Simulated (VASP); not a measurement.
# BaTiO3 in VASP: notebook

The runs below take BaTiO3 through single point, with PBE.

All numbers are computed with VASP 6.6.1; they aren't measurements. Logs are shortened: lines on timing, memory, paths and dates and some standing lists are left out, and cuts for length are marked.

## 1. The cell of the first run

The structure is cubic, space group Pm-3m (No. 221). The conventional cell has a = 4.059 Å, b = 4.059 Å, c = 4.059 Å, α = 90.00°, β = 90.00°, γ = 90.00°. Within 3.8 Å of Ba (site symmetry m-3m) lie 12 O at 2.87 Å and 8 Ti at 3.51 Å. Within 2.7 Å of Ti (site symmetry m-3m) lie 6 O at 2.03 Å. O (site symmetry 4/mmm) has 2 Ti at 2.03 Å within 2.7 Å.

## 2. Single point, PBE (13.37 Å³/atom)

File INCAR:

```
SYSTEM = BaTiO3
ALGO     = Normal         ! electronic algorithm
EDIFF    = 1E-6           ! SCF threshold, eV
ENCUT    = 1340           ! plane-wave cutoff, eV
GGA      = PE             ! functional
GGA_COMPAT= .FALSE.      
ISIF     = 2              ! what is computed and relaxed
ISMEAR   = -1             ! smearing method
LASPH    = .TRUE.         ! aspherical terms in the spheres
LCHARG   = .FALSE.        ! write CHGCAR
LREAL    = .FALSE.        ! projectors in reciprocal space
LWAVE    = .FALSE.        ! write WAVECAR
NBANDS   = 28             ! bands
NELM     = 120            ! most SCF steps
PREC     = Accurate       ! precision mode
SIGMA    = 0.02           ! smearing width, eV
```

File KPOINTS:

```
k-points
0
G
  8 8 8
  0 0 0
```

File POSCAR:

```
BaTiO3
1.0
    4.0587165717      0.0000000000      0.0000000000
    0.0000000000      4.0587165717      0.0000000000
    0.0000000000      0.0000000000      4.0587165717
Ba Ti O
1 1 3
Direct
    0.5000000000      0.5000000000      0.5000000000
    0.0000000000      0.0000000000      0.0000000000
    0.5000000000      0.0000000000      0.0000000000
    0.0000000000      0.5000000000      0.0000000000
    0.0000000000      0.0000000000      0.5000000000
```

Potentials or basis: VASP PAW PBE potentials, release 64 (Ba_sv, Ti_sv, O_h).

Started as:

```console
> cat potpaw_PBE.64/Ba_sv/POTCAR potpaw_PBE.64/Ti_sv/POTCAR potpaw_PBE.64/O_h/POTCAR > POTCAR
> mpirun -np 1 vasp_std > vasp.out
```

OUTCAR:

```text
SYSTEM = BaTiO3
   EDIFF = 1E-6
   ENCUT = 1340
   GGA = PE
   ISIF = 2
   ISMEAR = -1
   LASPH = .TRUE.
   LREAL = .FALSE.
   NELM = 120
   PREC = Accurate

 ion  position               nearest neighbor table
   1  0.500  0.500  0.500-   3 2.87   4 2.87   5 2.87   3 2.87   4 2.87   3 2.87   5 2.87   3 2.87
                             4 2.87   5 2.87   4 2.87   5 2.87   2 3.51   2 3.51   2 3.51   2 3.51
   2  0.000  0.000  0.000-   3 2.03   4 2.03   5 2.03   5 2.03   4 2.03   3 2.03   1 3.51   1 3.51
                             1 3.51   1 3.51   1 3.51   1 3.51   1 3.51   1 3.51
   3  0.500  0.000  0.000-   2 2.03   2 2.03   1 2.87   1 2.87   1 2.87   1 2.87
   4  0.000  0.500  0.000-   2 2.03   2 2.03   1 2.87   1 2.87   1 2.87   1 2.87
   5  0.000  0.000  0.500-   2 2.03   2 2.03   1 2.87   1 2.87   1 2.87   1 2.87

  LATTYP: Found a simple cubic cell.
 ALAT       =     4.0587165717

  Lattice vectors:

 A1 = (   4.0587165717,   0.0000000000,   0.0000000000)
 A2 = (   0.0000000000,   4.0587165717,   0.0000000000)
 A3 = (   0.0000000000,   0.0000000000,   4.0587165717)

Analysis of symmetry for initial positions (statically):
=====================================================================
 Subroutine PRICEL returns:
 Original cell was already a primitive cell.

 Routine SETGRP: Setting up the symmetry group for a
 simple cubic supercell.

 Subroutine GETGRP returns: Found 48 space group operations
 (whereof 48 operations were pure point group operations)
 out of a pool of 48 trial point group operations.

The static configuration has the point symmetry O_h .

Analysis of symmetry for dynamics (positions and initial velocities):
=====================================================================
 Subroutine PRICEL returns:
 Original cell was already a primitive cell.

 Routine SETGRP: Setting up the symmetry group for a
 simple cubic supercell.

 Subroutine GETGRP returns: Found 48 space group operations
 (whereof 48 operations were pure point group operations)
 out of a pool of 48 trial point group operations.

The dynamic configuration has the point symmetry O_h .

 Subroutine INISYM returns: Found 48 space group operations
 (whereof 48 operations are pure point group operations),
 and found     1 'primitive' translations

----------------------------------------------------------------------------------------

                                     Primitive cell

  volume of cell :      66.8600

  direct lattice vectors                    reciprocal lattice vectors
     4.058716572  0.000000000  0.000000000     0.246383304  0.000000000  0.000000000
     0.000000000  4.058716572  0.000000000     0.000000000  0.246383304  0.000000000
     0.000000000  0.000000000  4.058716572     0.000000000  0.000000000  0.246383304

  length of vectors
     4.058716572  4.058716572  4.058716572     0.246383304  0.246383304  0.246383304

  position of ions in fractional coordinates (direct lattice)
     0.500000000  0.500000000  0.500000000
     0.000000000  0.000000000  0.000000000
     0.500000000  0.000000000  0.000000000
     0.000000000  0.500000000  0.000000000
     0.000000000  0.000000000  0.500000000

  ion indices of the primitive-cell ions
   primitive index   ion index
                 1           1
                 2           2
                 3           3
                 4           4
                 5           5

----------------------------------------------------------------------------------------

 KPOINTS: k-points

Automatic generation of k-mesh.
 Grid dimensions read from file:
 generate k-points for:    8    8    8

 Generating k-lattice:

  Cartesian coordinates                     Fractional coordinates (reciprocal lattice)
     0.030797913  0.000000000  0.000000000     0.125000000  0.000000000  0.000000000
     0.000000000  0.030797913  0.000000000     0.000000000  0.125000000  0.000000000
     0.000000000  0.000000000  0.030797913     0.000000000  0.000000000  0.125000000

  Length of vectors
     0.030797913  0.030797913  0.030797913

  Shift w.r.t. Gamma in fractional coordinates (k-lattice)
     0.000000000  0.000000000  0.000000000

 Subroutine IBZKPT returns following result:
 ===========================================

 Found     35 irreducible k-points:

 Following reciprocal coordinates:
            Coordinates               Weight
  0.000000  0.000000  0.000000      1.000000
  0.125000  0.000000  0.000000      6.000000
  0.250000  0.000000  0.000000      6.000000
  0.375000  0.000000  0.000000      6.000000
  0.500000  0.000000  0.000000      3.000000
  0.125000  0.125000  0.000000     12.000000
[... 16 lines left out ...]
  0.375000  0.375000  0.125000     24.000000
  0.500000  0.375000  0.125000     24.000000
 [... further k-points ...]
   k-points           NKPTS =     35   k-points in BZ     NKDIM =     35   number of bands    NBANDS=     28
   number of dos      NEDOS =    301   number of ions     NIONS =      5
   total plane-waves  NPLWV = 110592
   dimension x,y,z NGX =    48 NGY =   48 NGZ =   48
   dimension x,y,z NGXF=    96 NGYF=   96 NGZF=   96
   ions per type =               1   1   3
   NGX,Y,Z   is equivalent  to a cutoff of  19.66, 19.66, 19.66 a.u.
   NGXF,Y,Z  is equivalent  to a cutoff of  39.32, 39.32, 39.32 a.u.
 SYSTEM =  BaTiO3
   PREC   = accura    normal or accurate (medium, high low for compatibility)
   ISTART =      0    job   : 0-new  1-cont  2-samecut
   ICHARG =      2    charge: 1-file 2-atom 10-const
   ISPIN  =      1    spin polarized calculation?
   LNONCOLLINEAR =      F non collinear calculations
   LSORBIT =      F    spin-orbit coupling
   LASPH  =      T    aspherical Exc in radial PAW
   ENCUT  = 1340.0 eV  98.49 Ry    9.92 a.u.  12.11 12.11 12.11*2*pi/ulx,y,z
   NELM   =    120;   NELMIN=  2; NELMDL= -5     # of ELM steps
   EDIFF  = 0.1E-05   stopping-criterion for ELM
   LREAL  =      F    real-space projection
   EDIFFG = 0.1E-04   stopping-criterion for IOM
   NSW    =      0    number of steps for IOM
   IBRION =     -1    ionic relax: 0-MD 1-quasi-New 2-CG
   NFREE  =      0    steps in history (QN), initial steepest desc. (CG)
   ISIF   =      2    stress and relaxation
   ISYM   =      2    0-nonsym 1-usesym 2-fastsym
   POTIM  = 0.5000    time-step for ionic-motion
   TEBEG  =    0.0;   TEEND  =   0.0 temperature during run
   PSTRESS=    0.0 pullay stress
   NELECT =      40.0000    total number of electrons
   NUPDOWN=      -1.0000    fix difference up-down
   EMIN   =  10.00;   EMAX   =-10.00  energy-range for DOS
   EFERMI =   0.00;   METHOD = LEGACY
   ISMEAR =    -1;   SIGMA  =   0.02  broadening in eV -4-tet -1-fermi 0-gaus
   EFERMI_NEDOS =   21; number of points for ismear=-14 and -15
   IALGO  =     38    algorithm
   IMIX   =      4    mixing-type and parameters
     AMIX     =   0.40;   BMIX     =  1.00
     AMIX_MAG =   1.60;   BMIX_MAG =  1.00
  volume/ion in A,a.u.               =      13.37        90.24
  Fermi-wavevector in a.u.,A,eV,Ry     =   1.379450  2.606783 25.890302  1.902884
  Thomas-Fermi vector in A             =   2.504419
   LORBIT       =      0    0 simple, 1 ext, 2 COOP (PROOUT), +10 PAW based schemes
   GGA     = PE    functional components
   LHFCALC =     F    Hartree Fock is set to
   AEXX    =    0.0000 exact exchange contribution
   IVDW    =     0    specifies the selected vdW correction
   LEPSILON=     F    determine dielectric tensor
   LRPA    =     F    only Hartree local field effects (RPA)
 non-spin polarized calculation
  energy-cutoff  :     1340.00
  volume of cell :       66.86
 maximum number of plane-waves:      7568
   NGX = 25   NGY = 25   NGZ = 25

 number of electron      39.9999997 magnetization

 Free energy of the ion-electron system (eV)
  ---------------------------------------------------
  ext. energy  EPLUGINS =         0.00000000
  ---------------------------------------------------
  free energy    TOTEN  =       -40.00149346 eV

  energy without entropy =      -40.00149346  energy(sigma->0) =      -40.00149346

 E-fermi :   4.3548     XC(G=0): -11.0443

 val. band max:        3.8571358663   @ k =   0.5000   0.5000   0.5000
 cond. band min:       5.5231780603   @ k =   0.0000   0.0000   0.0000
 fundamental gap:      1.6660421940
 Fermi energy:         4.3548449168

 k-point     1 :       0.0000    0.0000    0.0000
  band No.  band energies     occupation
      1     -52.9500      2.00000
      2     -29.1394      2.00000
      3     -29.1394      2.00000
      4     -29.1394      2.00000
      5     -21.0541      2.00000
      6     -12.9323      2.00000
[... 20 lines left out ...]
     27       8.8660      0.00000
     28      10.8004      0.00000

 k-point     2 :       0.1250    0.0000    0.0000
  band No.  band energies     occupation
      1     -52.9499      2.00000
      2     -29.1456      2.00000
      3     -29.1392      2.00000
      4     -29.1392      2.00000
      5     -21.0405      2.00000
      6     -12.9338      2.00000
[... 20 lines left out ...]
     27       9.1575      0.00000
     28      11.1673      0.00000

 k-point     3 :       0.2500    0.0000    0.0000
  band No.  band energies     occupation
      1     -52.9496      2.00000
      2     -29.1604      2.00000
      3     -29.1386      2.00000
      4     -29.1386      2.00000
      5     -21.0073      2.00000
      6     -12.9745      2.00000
[... 20 lines left out ...]
     27       9.9198      0.00000
     28      12.0418      0.00000

 k-point     4 :       0.3750    0.0000    0.0000
  band No.  band energies     occupation
      1     -52.9493      2.00000
      2     -29.1752      2.00000
      3     -29.1381      2.00000
      4     -29.1381      2.00000
      5     -20.9735      2.00000
      6     -13.0524      2.00000
[... 20 lines left out ...]
     27      10.8077      0.00000
     28      11.9294      0.00000

 k-point     5 :       0.5000    0.0000    0.0000
  band No.  band energies     occupation
      1     -52.9492      2.00000
      2     -29.1813      2.00000
      3     -29.1378      2.00000
      4     -29.1378      2.00000
      5     -20.9593      2.00000
      6     -13.0911      2.00000
[... 20 lines left out ...]
     27      11.2295      0.00000
     28      11.8861      0.00000

 k-point     6 :       0.1250    0.1250    0.0000
  band No.  band energies     occupation
      1     -52.9498      2.00000
      2     -29.1455      2.00000
      3     -29.1452      2.00000
      4     -29.1390      2.00000
      5     -21.0275      2.00000
      6     -12.9241      2.00000
[... 463 lines left out ...]
      5     -20.9307      2.00000
      6     -12.7880      2.00000
[... 20 lines left out ...]
     27      11.7312      0.00000
     28      12.1404      0.00000

 k-point    22 :       0.5000    0.2500    0.1250
  band No.  band energies     occupation
      1     -52.9487      2.00000
      2     -29.1797      2.00000
      3     -29.1581      2.00000
      4     -29.1431      2.00000
      5     -20.9193      2.00000
      6     -12.7880      2.00000
[... 20 lines left out ...]
     27      11.9748      0.00000
     28      12.1082      0.00000

 k-point    23 :       0.3750    0.3750    0.1250
  band No.  band energies     occupation
      1     -52.9486      2.00000
      2     -29.1730      2.00000
      3     -29.1728      2.00000
      4     -29.1428      2.00000
      5     -20.9071      2.00000
      6     -12.6436      2.00000
[... 20 lines left out ...]
     27      11.8686      0.00000
     28      12.5714      0.00000

 k-point    24 :       0.5000    0.3750    0.1250
  band No.  band energies     occupation
      1     -52.9485      2.00000
      2     -29.1789      2.00000
      3     -29.1726      2.00000
      4     -29.1425      2.00000
      5     -20.8972      2.00000
      6     -12.5894      2.00000
[... 20 lines left out ...]
     27      11.8366      0.00000
     28      12.5911      0.00000

 [... further k-points ...]

------------------------ aborting loop because EDIFF is reached ----------------------------------------

  FORCE on cell =-STRESS in cart. coord.  units (eV):
  Direction    XX          YY          ZZ          XY          YZ          ZX
  --------------------------------------------------------------------------------------
  -------------------------------------------------------------------------------------
  Total       -1.2986908     -1.2986908     -1.2986908      0.0000000     -0.0000000      0.0000000
  in kB      -31.1207593    -31.1207593    -31.1207593      0.0000000     -0.0000000      0.0000000
  external PRESSURE =     -31.1207593 kB  Pullay stress =       0.0000000 kB

 VOLUME and BASIS-vectors are now :
 -----------------------------------------------------------------------------
  energy-cutoff  :     1340.00
  volume of cell :       66.86
      direct lattice vectors                 reciprocal lattice vectors
     4.058716572  0.000000000  0.000000000     0.246383304  0.000000000  0.000000000
     0.000000000  4.058716572  0.000000000     0.000000000  0.246383304  0.000000000
     0.000000000  0.000000000  4.058716572     0.000000000  0.000000000  0.246383304

 POSITION                                       TOTAL-FORCE (eV/Angst)
 -----------------------------------------------------------------------------------
      2.02936      2.02936      2.02936         0.000000      0.000000      0.000000
      0.00000      0.00000      0.00000         0.000000      0.000000      0.000000
      2.02936      0.00000      0.00000         0.000000      0.000000      0.000000
      0.00000      2.02936      0.00000         0.000000      0.000000      0.000000
      0.00000      0.00000      2.02936         0.000000      0.000000      0.000000
 -----------------------------------------------------------------------------------
    total drift:                                0.000000      0.000000      0.000000

  FREE ENERGIE OF THE ION-ELECTRON SYSTEM (eV)
  ---------------------------------------------------
  free  energy   TOTEN  =       -40.0014934576 eV

  energy  without entropy=      -40.0014934576  energy(sigma->0) =      -40.00149346
```

Wall time 3.6 min (1 thread of Intel Xeon Platinum 8259CL at 2.50GHz (Skylake/Cascade Lake), shared host); peak memory 0.51 GiB.

What came out:

```yaml
Free_energy: -40.0015 eV
Pressure: -3.1 GPa
Band_gap_on_the_k_mesh: 1.67 eV (least direct gap 1.85 eV)
```

Caveat: the cell stands under tension; spin-orbit coupling is left out, which moves the levels of the heavy elements. A k mesh can miss the band edges.

(Continued in part 2 of 2.)
